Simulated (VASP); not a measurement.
# Ta4C in VASP: notebook

The runs below take Ta4C through single point, relaxation of the atoms, with PBE.

Program: VASP 6.6.1. These are calculated values, not measurements. Logs are shortened: lines on timing, memory, paths and dates and some standing lists are left out, and cuts for length are marked.

## 1. The cell of the first run

The cell holds a slab with vacuum, 5 atoms: a = 3.319 Å, b = 3.319 Å, c = 20.300 Å, α = 90.00°, β = 90.00°, γ = 90.00°.

## 2. Single point, PBE

INCAR

```
SYSTEM = Ta4C
PREC = Accurate ; ENCUT = 520
EDIFF = 1E-6 ; ISMEAR = 0
SIGMA = 0.1 ; LREAL = .FALSE.
LASPH = .TRUE. ; NELM = 80
ALGO = Normal ; ISIF = 2
LWAVE = .FALSE. ; LCHARG = .TRUE.
LDIPOL = .TRUE. ; IDIPOL = 3
DIPOL = 0.5 0.5 0.360 ; GGA = PE
LELF = .TRUE. ; LVHAR = .TRUE.
LVACPOTAV = .TRUE. ; NBANDS = 32
```

KPOINTS

```
Automatic mesh
0
G
  8 8 1
  0 0 0
```

POSCAR

```
Ta4C
1.0
    3.3189671341      0.0000000000      0.0000000000
    0.0000000000      3.3189671341      0.0000000000
    0.0000000000      0.0000000000     20.2996559613
Ta C
4 1
Direct
    0.5000000000      0.5000000000      0.1970476745
    0.0000000000      0.0000000000      0.2787970189
    0.5000000000      0.5000000000      0.3599139055
    0.0000000000      0.0000000000      0.4334879359
    0.0000000000      0.0000000000      0.5290606710
```

Potentials or basis: VASP PAW PBE potentials, release 64 (Ta_pv, C).

Command:

```console
> cat potpaw_PBE.64/Ta_pv/POTCAR potpaw_PBE.64/C/POTCAR > POTCAR
> mpirun -np 1 vasp_std > vasp.out
```

OUTCAR:

```text
SYSTEM = Ta4C
   PREC = Accurate
   ENCUT = 520
   EDIFF = 1E-6
   ISMEAR = 0
   LREAL = .FALSE.
   LASPH = .TRUE.
   NELM = 80
   ISIF = 2
   GGA = PE

 ion  position               nearest neighbor table
   1  0.500  0.500  0.197-   2 2.87   2 2.87   2 2.87   2 2.87   3 3.31
   2  0.000  0.000  0.279-   3 2.87   3 2.87   3 2.87   3 2.87   1 2.87   1 2.87   1 2.87   1 2.87
                             4 3.14
   3  0.500  0.500  0.360-   4 2.78   4 2.78   4 2.78   4 2.78   2 2.87   2 2.87   2 2.87   2 2.87
                             1 3.31
   4  0.000  0.000  0.433-   5 1.94   3 2.78   3 2.78   3 2.78   3 2.78   2 3.14
   5  0.000  0.000  0.529-   4 1.94

  LATTYP: Found a simple tetragonal cell.
 ALAT       =     3.3189671341
 C/A-ratio  =     6.1162569984

  Lattice vectors:

 A1 = (   3.3189671341,   0.0000000000,   0.0000000000)
 A2 = (   0.0000000000,   3.3189671341,   0.0000000000)
 A3 = (   0.0000000000,   0.0000000000,  20.2996559613)

Analysis of symmetry for initial positions (statically):
=====================================================================
 Subroutine PRICEL returns:
 Original cell was already a primitive cell.

 Routine SETGRP: Setting up the symmetry group for a
 simple tetragonal supercell.

 Subroutine GETGRP returns: Found  8 space group operations
 (whereof  8 operations were pure point group operations)
 out of a pool of 16 trial point group operations.

The static configuration has the point symmetry C_4v.

Analysis of symmetry for dynamics (positions and initial velocities):
=====================================================================
 Subroutine PRICEL returns:
 Original cell was already a primitive cell.

 Routine SETGRP: Setting up the symmetry group for a
 simple tetragonal supercell.

 Subroutine GETGRP returns: Found  8 space group operations
 (whereof  8 operations were pure point group operations)
 out of a pool of 16 trial point group operations.

The dynamic configuration has the point symmetry C_4v.

 Subroutine INISYM returns: Found  8 space group operations
 (whereof  8 operations are pure point group operations),
 and found     1 'primitive' translations

----------------------------------------------------------------------------------------

                                     Primitive cell

  volume of cell :     223.6117

  direct lattice vectors                    reciprocal lattice vectors
     3.318967134  0.000000000  0.000000000     0.301298555  0.000000000  0.000000000
     0.000000000  3.318967134  0.000000000     0.000000000  0.301298555  0.000000000
     0.000000000  0.000000000 20.299655961     0.000000000  0.000000000  0.049261919

  length of vectors
     3.318967134  3.318967134 20.299655961     0.301298555  0.301298555  0.049261919

  position of ions in fractional coordinates (direct lattice)
     0.500000000  0.500000000  0.197047674
     0.000000000  0.000000000  0.278797019
     0.500000000  0.500000000  0.359913906
     0.000000000  0.000000000  0.433487936
     0.000000000  0.000000000  0.529060671

  ion indices of the primitive-cell ions
   primitive index   ion index
                 1           1
                 2           2
                 3           3
                 4           4
                 5           5

----------------------------------------------------------------------------------------

 KPOINTS: Automatic mesh

Automatic generation of k-mesh.
 Grid dimensions read from file:
 generate k-points for:    8    8    1

 Generating k-lattice:

  Cartesian coordinates                     Fractional coordinates (reciprocal lattice)
     0.037662319  0.000000000  0.000000000     0.125000000  0.000000000  0.000000000
     0.000000000  0.037662319  0.000000000     0.000000000  0.125000000  0.000000000
     0.000000000  0.000000000  0.049261919     0.000000000  0.000000000  1.000000000

  Length of vectors
     0.037662319  0.037662319  0.049261919

  Shift w.r.t. Gamma in fractional coordinates (k-lattice)
     0.000000000  0.000000000  0.000000000

 Subroutine IBZKPT returns following result:
 ===========================================

 Found     15 irreducible k-points:

 Following reciprocal coordinates:
            Coordinates               Weight
  0.000000  0.000000  0.000000      1.000000
  0.125000  0.000000  0.000000      4.000000
  0.250000  0.000000  0.000000      4.000000
  0.375000  0.000000  0.000000      4.000000
  0.500000  0.000000  0.000000      2.000000
  0.125000  0.125000  0.000000      4.000000
  0.250000  0.125000  0.000000      8.000000
  0.375000  0.125000  0.000000      8.000000
  0.500000  0.125000  0.000000      4.000000
  0.250000  0.250000  0.000000      4.000000
  0.375000  0.250000  0.000000      8.000000
  0.500000  0.250000  0.000000      4.000000
  0.375000  0.375000  0.000000      4.000000
  0.500000  0.375000  0.000000      4.000000
  0.500000  0.500000  0.000000      1.000000
[... 23 lines left out ...]
   NFREE  =      0    steps in history (QN), initial steepest desc. (CG)
   ISIF   =      2    stress and relaxation
   ISYM   =      2    0-nonsym 1-usesym 2-fastsym
   POTIM  = 0.5000    time-step for ionic-motion
   TEBEG  =    0.0;   TEEND  =   0.0 temperature during run
   PSTRESS=    0.0 pullay stress
   NELECT =      48.0000    total number of electrons
   NUPDOWN=      -1.0000    fix difference up-down
   EMIN   =  10.00;   EMAX   =-10.00  energy-range for DOS
   EFERMI =   0.00;   METHOD = LEGACY
   ISMEAR =     0;   SIGMA  =   0.10  broadening in eV -4-tet -1-fermi 0-gaus
   EFERMI_NEDOS =   21; number of points for ismear=-14 and -15
   IALGO  =     38    algorithm
   IMIX   =      4    mixing-type and parameters
     AMIX     =   0.40;   BMIX     =  1.00
     AMIX_MAG =   1.60;   BMIX_MAG =  1.00
  volume/ion in A,a.u.               =      44.72       301.80
  Fermi-wavevector in a.u.,A,eV,Ry     =   0.980220  1.852348 13.072912  0.960832
  Thomas-Fermi vector in A             =   2.111134
   LORBIT       =      0    0 simple, 1 ext, 2 COOP (PROOUT), +10 PAW based schemes
   GGA     = PE    functional components
   LHFCALC =     F    Hartree Fock is set to
   AEXX    =    0.0000 exact exchange contribution
   IVDW    =     0    specifies the selected vdW correction
   LEPSILON=     F    determine dielectric tensor
   LRPA    =     F    only Hartree local field effects (RPA)
 non-spin polarized calculation
 Gauss-broadening in eV      SIGMA  =   0.10
  energy-cutoff  :      520.00
  volume of cell :      223.61
 maximum number of plane-waves:      6059
 NGX is ok and might be reduce to    28
   NGX = 13   NGY = 13   NGZ = 75

 dipolmoment           0.000000      0.000000     -0.026636 electrons x Angstroem

 number of electron      47.9999995 magnetization

 dipolmoment           0.000000      0.000000      0.173803 electrons x Angstroem

 Free energy of the ion-electron system (eV)
  ---------------------------------------------------
  ext. energy  EPLUGINS =         0.00000000
  ---------------------------------------------------
  free energy    TOTEN  =       -48.20631481 eV

  energy without entropy =      -48.16485105  energy(sigma->0) =      -48.18558293

 E-fermi :  -1.3289     XC(G=0):  -5.7226

 val. band max:       -1.3419215889   @ k =   0.2500   0.2500   0.0000
 cond. band min:      -1.3189374504   @ k =   0.5000   0.3750   0.0000
 fundamental gap:      0.0229841386
 Fermi energy:        -1.3288532736

 k-point     1 :       0.0000    0.0000    0.0000
  band No.  band energies     occupation
      1     -36.3292      2.00000
      2     -36.1477      2.00000
      3     -36.1477      2.00000
      4     -35.4736      2.00000
      5     -35.3900      2.00000
      6     -35.3900      2.00000
[... 24 lines left out ...]
     31       1.5145      0.00000
     32       1.6984      0.00000

 k-point     2 :       0.1250    0.0000    0.0000
  band No.  band energies     occupation
      1     -36.3328      2.00000
      2     -36.1821      2.00000
      3     -36.1396      2.00000
      4     -35.5019      2.00000
      5     -35.4244      2.00000
      6     -35.3707      2.00000
[... 24 lines left out ...]
     31       1.3019      0.00000
     32       1.6103      0.00000
[... 418 lines left out ...]
     31       2.4233      0.00000
     32       2.8057      0.00000

 k-point    15 :       0.5000    0.5000    0.0000
  band No.  band energies     occupation
      1     -36.3535      2.00000
      2     -36.3535      2.00000
      3     -36.2608      2.00000
      4     -35.6693      2.00000
      5     -35.6693      2.00000
      6     -35.3736      2.00000
[... 24 lines left out ...]
     31       2.5793      0.00000
     32       2.6392      0.00000

------------------------ aborting loop because EDIFF is reached ----------------------------------------

  FORCE on cell =-STRESS in cart. coord.  units (eV):
  Direction    XX          YY          ZZ          XY          YZ          ZX
  --------------------------------------------------------------------------------------
  -------------------------------------------------------------------------------------
  Total       -3.5690474     -3.5690474      0.1094803      0.0000000      0.0000000      0.0000000
  in kB      -25.5722136    -25.5722136      0.7844260      0.0000000      0.0000000      0.0000000
  external PRESSURE =     -16.7866670 kB  Pullay stress =       0.0000000 kB

 VOLUME and BASIS-vectors are now :
 -----------------------------------------------------------------------------
  energy-cutoff  :      520.00
  volume of cell :      223.61
      direct lattice vectors                 reciprocal lattice vectors
     3.318967134  0.000000000  0.000000000     0.301298555  0.000000000  0.000000000
     0.000000000  3.318967134  0.000000000     0.000000000  0.301298555  0.000000000
     0.000000000  0.000000000 20.299655961     0.000000000  0.000000000  0.049261919

 POSITION                                       TOTAL-FORCE (eV/Angst)
 -----------------------------------------------------------------------------------
      1.65948      1.65948      4.00000        -0.000000      0.000000      1.303332
      0.00000      0.00000      5.65948        -0.000000      0.000000     -1.333890
      1.65948      1.65948      7.30613        -0.000000     -0.000000     -1.352596
      0.00000      0.00000      8.79966         0.000000     -0.000000      1.292555
      0.00000      0.00000     10.73975        -0.000000      0.000000      0.090599
 -----------------------------------------------------------------------------------
    total drift:                               -0.000000      0.000000      0.000106

  FREE ENERGIE OF THE ION-ELECTRON SYSTEM (eV)
  ---------------------------------------------------
  free  energy   TOTEN  =       -48.2063148052 eV

  energy  without entropy=      -48.1648510454  energy(sigma->0) =      -48.18558293

 vacuum level on the upper side and lower side of the slab         5.478         2.622
```

Run time: 2.4 min. Hardware: 1 thread of Intel Xeon 6975P-C (Granite Rapids), shared host; peak memory 0.38 GiB.

What came out:

```yaml
Free_energy: -48.2063 eV
Largest_force: 1.353 eV/Å
Band_gap_on_the_k_mesh: zero (bands 24 and 25 overlap by 0.41 eV)
```

Forces in eV/Å, atoms in the order of the input:
```
Ta   0.000  0.000  1.303
Ta   0.000  0.000 -1.334
Ta   0.000  0.000 -1.353
Ta   0.000  0.000  1.293
C    0.000  0.000  0.091
```

Levels at points of the mesh, in eV from the Fermi level:
| k point | band 22 | band 23 | band 24 | band 25 | band 26 | band 27 |
| --- | --- | --- | --- | --- | --- | --- |
| (0.00, 0.00, 0.00) | 0.13 | 0.13 | 0.20 | 0.32 | 0.32 | 0.59 |
| (0.50, 0.00, 0.00) | -0.81 | -0.54 | 0.05 | 0.45 | 0.79 | 1.18 |
| (0.50, 0.50, 0.00) | -1.09 | -1.09 | 0.23 | 0.31 | 0.31 | 2.04 |

Caveat: spin-orbit coupling is left out, which moves the levels of the heavy elements.

## 3. Single point, PBE

INCAR

```
SYSTEM = Ta4C
PREC     = Accurate       ! precision mode
ENCUT    = 520            ! plane-wave cutoff, eV
EDIFF    = 1E-7           ! SCF threshold, eV
ISMEAR   = 0              ! smearing method
SIGMA    = 0.1            ! smearing width, eV
LREAL    = .False.        ! projectors in reciprocal space
LASPH    = .True.         ! aspherical terms in the spheres
NELM     = 60             ! most SCF steps
ALGO     = Normal         ! electronic algorithm
ISIF     = 2              ! what is computed and relaxed
LWAVE    = .False.        ! write WAVECAR
LCHARG   = .False.        ! write CHGCAR
LDIPOL   = .True.       
IDIPOL   = 3            
DIPOL    = 0.5 0.5 0.346
GGA      = PE             ! functional
NBANDS   = 32             ! bands
```

KPOINTS

```
Automatic mesh
0
Gamma
  8 8 1
  0 0 0
```

Edit POSCAR of step 2 so:

```diff
@@ -12,2 +12,2 @@
     0.0000000000      0.0000000000      0.4334879359
-    0.0000000000      0.0000000000      0.5290606710
+    0.5000000000      0.5000000000      0.4605400355
```

Potentials or basis: VASP PAW PBE potentials, release 64 (Ta_pv, C).

Command:

```console
> cat potpaw_PBE.64/Ta_pv/POTCAR potpaw_PBE.64/C/POTCAR > POTCAR
> mpirun -np 1 vasp_std > vasp.out
```

Wall time 2.4 min (1 thread of Intel Xeon 6975P-C (Granite Rapids), shared host); peak memory 0.38 GiB.

Results (log left out):

```
Free energy            : -52.9444 eV
Largest force          : 4.531 eV/Å
Band gap on the k mesh : zero (bands 24 and 25 overlap by 0.69 eV)
```

Forces on the atoms (eV/Å):
```
Ta   0.000  0.000  1.517
Ta   0.000  0.000 -1.838
Ta   0.000  0.000 -4.265
Ta   0.000  0.000  4.531
C    0.000  0.000  0.055
```

Levels at points of the mesh, in eV from the Fermi level:
```tsv
k point	band 20	band 21	band 22	band 23	band 24	band 25	band 26	band 27	band 28	band 29
(0.00, 0.00, 0.00)	-0.86	-0.86	0.01	0.02	0.40	0.65	0.65	0.73	0.73	1.64
(0.50, 0.00, 0.00)	-1.38	-1.36	-0.62	-0.42	0.03	0.31	0.94	2.00	2.04	2.55
(0.50, 0.50, 0.00)	-1.64	-1.44	-1.44	-0.43	-0.29	-0.29	2.22	2.22	2.56	2.84
```

Caveat: spin-orbit coupling is left out, which moves the levels of the heavy elements.

## 4. Relaxation of the atoms, PBE

INCAR

```
PREC     = Accurate       # precision mode
ENCUT    = 520            # plane-wave cutoff, eV
EDIFF    = 1E-6           # SCF threshold, eV
ISMEAR   = 0              # smearing method
SIGMA    = 0.1            # smearing width, eV
LREAL    = False          # projectors in reciprocal space
LASPH    = True           # aspherical terms in the spheres
NELM     = 80             # most SCF steps
ALGO     = Normal         # electronic algorithm
ISIF     = 2              # what is computed and relaxed
LWAVE    = False          # write WAVECAR
LCHARG   = False          # write CHGCAR
LDIPOL   = True         
IDIPOL   = 3            
DIPOL    = 0.5 0.5 0.365
GGA      = PE             # functional
IBRION   = 2              # ionic algorithm
NSW      = 36             # ionic steps
EDIFFG   = -0.025         # ionic threshold
```

KPOINTS

```
Automatic mesh
0
Gamma
  8 8 1
```

POSCAR

```
Ta4C
1.0
    3.3189671336      0.0000000000      0.0000000000
    0.0000000000      3.3189671336      0.0000000000
    0.0000000000      0.0000000000     20.2996557667
Ta C
4 1
Selective dynamics
Direct
    0.5000000000      0.5000000000      0.1970476764  F F F
    0.0000000000      0.0000000000      0.2787970216  F F F
    0.5000000000      0.5000000000      0.3599139024  F F F
    0.0000000000      0.0000000000      0.4334879304  F F F
    0.0000000000      0.0000000000      0.5546722514  F F T
```

Command:

```console
> cat potpaw_PBE.64/Ta_pv/POTCAR potpaw_PBE.64/C/POTCAR > POTCAR
> mpirun -np 1 vasp_std > vasp.out
```

Run time: 15 min. Hardware: 1 thread of Intel Xeon Platinum 8259CL at 2.50GHz (Skylake/Cascade Lake), shared host; peak memory 0.4 GiB.

The run converged. Its results:

```yaml
Free_energy: -48.2066 eV
Energy_gained_by_relaxing: 198.2 meV/atom
Ionic_steps: 5
Band_gap_on_the_k_mesh: zero (bands 24 and 25 overlap by 0.41 eV)
```

The path:
```
step  energy change (eV)  largest force on free atoms (eV/Å)  pressure (GPa)
   1              0.0000                              2.6375           -4.09
   2             -0.3363                              2.6090           -3.86
   3             -0.9910                              0.0685           -1.78
   4             -0.9909                              0.0789           -1.69
   5             -0.9912                              0.0084           -1.74
```

Final structure:
```
CELL_PARAMETERS angstrom
3.31897 0.00000 0.00000
0.00000 3.31897 0.00000
0.00000 0.00000 20.29966
ATOMIC_POSITIONS crystal
Ta 0.50000 0.50000 0.19705
Ta 0.00000 0.00000 0.27880
Ta 0.50000 0.50000 0.35991
Ta 0.00000 0.00000 0.43349
C 0.00000 0.00000 0.52940
```

Levels at points of the mesh, in eV from the Fermi level:
```tsv
k point	band 20	band 21	band 22	band 23	band 24	band 25	band 26	band 27	band 28
(0.00, 0.00, 0.00)	-0.57	-0.09	0.14	0.14	0.20	0.32	0.32	0.59	1.25
(0.50, 0.00, 0.00)	-1.50	-1.34	-0.81	-0.54	0.05	0.45	0.79	1.17	1.24
(0.50, 0.50, 0.00)	-1.76	-1.54	-1.08	-1.08	0.22	0.31	0.31	2.04	2.04
```

Caveat: spin-orbit coupling is left out, which moves the levels of the heavy elements.

## 5. Relaxation of the atoms, PBE

INCAR

```
SYSTEM = Ta4C
ALGO = Normal
DIPOL = 0.5 0.5 0.345
EDIFF = 1E-7
EDIFFG = -0.025
ENCUT = 520
GGA = PE
IBRION = 2
IDIPOL = 3
ISIF = 2
ISMEAR = 0
LASPH = .True.
LCHARG = .False.
LDIPOL = .True.
LREAL = .False.
LWAVE = .False.
NELM = 80
NSW = 36
PREC = Accurate
SIGMA = 0.1
```

KPOINTS

```
k-points
0
Gamma
  8 8 1
  0 0 0
```

Edit POSCAR of step 4 so:

```diff
@@ -13,2 +13,2 @@
     0.0000000000      0.0000000000      0.4334879304  F F F
-    0.0000000000      0.0000000000      0.5546722514  F F T
+    0.5000000000      0.5000000000      0.4571336516  F F T
```

Command:

```console
> cat potpaw_PBE.64/Ta_pv/POTCAR potpaw_PBE.64/C/POTCAR > POTCAR
> mpirun -np 1 vasp_std > vasp.out
```

It took 5.2 min on 1 thread of Oxide Virtual Turin-like, shared host; peak memory 0.36 GiB.

The run converged. Its results:

- Free energy: -52.9444 eV
- Energy gained by relaxing: 10.3 meV/atom
- Ionic steps: 2
- Band gap on the k mesh: zero (bands 24 and 25 overlap by 0.69 eV)

The path:
```
step  energy change (eV)  largest force on free atoms (eV/Å)  pressure (GPa)
   1              0.0000                              1.5025           -0.82
   2             -0.0517                              0.0062           -1.70
```

Final structure:
```
Ta C
1.0
     3.31897    0.00000    0.00000
     0.00000    3.31897    0.00000
     0.00000    0.00000   20.29966
Ta C
4 1
Cartesian
  1.6595 1.6595 4.0000
  0.0000 0.0000 5.6595
  1.6595 1.6595 7.3061
  0.0000 0.0000 8.7997
  1.6595 1.6595 9.3521
```

Levels at points of the mesh, in eV from the Fermi level:
```csv
k point,band 21,band 22,band 23,band 24,band 25,band 26,band 27,band 28
"(0.00, 0.00, 0.00)",-0.85,0.01,0.02,0.40,0.65,0.65,0.73,0.73
"(0.50, 0.00, 0.00)",-1.36,-0.62,-0.42,0.03,0.31,0.94,2.00,2.04
"(0.50, 0.50, 0.00)",-1.45,-1.45,-0.43,-0.29,-0.29,2.22,2.22,2.56
```

Caveat: spin-orbit coupling is left out, which moves the levels of the heavy elements.

## 6. Summary

```csv
task,cell,atoms held fixed (from 0),gap on the mesh (eV),largest force (eV/Å)
single point,"as given, atomic positions A",-,none,1.35
single point,"as given, atomic positions B",-,none,4.53
relaxation of the atoms,"atoms relaxed, atomic positions C","[0, 1, 2, 3, 4]",none,-
relaxation of the atoms,"atoms relaxed, atomic positions D","[0, 1, 2, 3, 4]",none,-
```

Alike in all rows: level PBE; potentials or basis VASP PAW PBE potentials, release 64 (Ta_pv, C); no spin polarisation; k mesh 8 × 8 × 1; cutoff (eV) 520; smearing gaussian 0.1 eV.

Caveats: spin-orbit coupling is left out, which moves the levels of the heavy elements.

Total energies depend on the potentials used, so only differences within one code and one set of settings carry meaning.
